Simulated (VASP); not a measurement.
## Mg2NCl: single point with LDA

Crystal: Mg2NCl.

```
Mg N Cl
1.0
     1.57763    0.91085    5.85290
    -1.57763    0.91085    5.85290
     0.00000   -1.82169    5.85290
Mg N Cl
2 1 1
Direct
  0.22282 0.22282 0.22282
  0.77719 0.77719 0.77719
  0.50000 0.50000 0.50000
  0.00000 0.00000 0.00000
```

This cell differs from its parent crystal: strain -0.050 along x and y, -0.025 along z.

- Program: VASP 6.6.1
- Task: single point
- Functional: LDA
- Potentials or basis: VASP PAW LDA potentials, release 64 (Mg, N, Cl)
- Cutoff: 520 eV
- k mesh: 9 × 9 × 9
- Occupations: gaussian, width 0.05 eV
- Spin: no spin polarisation
- Dipole correction: no
- Further INCAR settings: ALGO = Normal; EDIFF = 1e-06; NBANDS = 16

* Pressure: 6.6 GPa
* Largest force: 0.326 eV/Å
* Band gap on the k mesh: 2.83 eV

Forces on the atoms (eV/Å):
```
Mg   0.000  0.000  0.326
Mg   0.000  0.000 -0.326
N    0.000  0.000  0.000
Cl   0.000  0.000  0.000
```

Stress tensor (GPa, compression positive):
```
8.84 0.00 0.00
0.00 8.84 0.00
0.00 0.00 1.99
```

Levels at points of the mesh, in eV from the valence-band top:
```csv
k point,band 4,band 5,band 6,band 7,band 8,band 9,band 10,band 11,band 12,band 13
"(0.00, 0.00, 0.00)",-2.17,-2.17,-1.28,0.00,0.00,2.83,5.86,8.99,9.18,9.77
```

Run time: 88 s on 1 thread of Intel(R) Xeon(R) 6975P-C (Granite Rapids) (shared host), peak memory 0.3 GiB.

Caveat: the cell differs from its parent crystal (strain -0.050 along x and y, -0.025 along z); the cell stands under pressure; an odd mesh through Γ misses points on the zone boundary, where band edges can lie.
